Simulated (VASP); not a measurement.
Runs of VASP 6.6.1 on Al. The structure is that of space group Fd-3m (No. 227), or close to it. The cells are those of the table. 

```csv
task,cell,cutoff (eV),gap on the mesh (eV),pressure (GPa)
single point,"a = 3.589 Å, angles 60.0°, 2 atoms",520,none,(a)
relaxation of cell and atoms,"relaxed to 54 GPa from a = 3.346 Å, angles 60.0°, 2 atoms",600,none,54.0
relaxation of cell and atoms,"relaxed to 54 GPa from a = 3.591 Å, angles 60.0°, 2 atoms",600,none,54.0
single point,"a = 3.591 Å, angles 60.0°, 2 atoms",520,none,54.2
```

Alike in all rows: level PBE; potentials or basis VASP PAW PBE potentials, release 64 (Al); no spin polarisation; k mesh 14 × 14 × 14; smearing fermi-dirac 0.1 eV.

Question: Fill in the values left out.

Answer: (a) 54.5.

Caveats: the cell is relaxed towards a set pressure, so the enthalpy falls and the energy may rise (some runs).

A gap of «none» marks levels without a gap at the run's occupations.
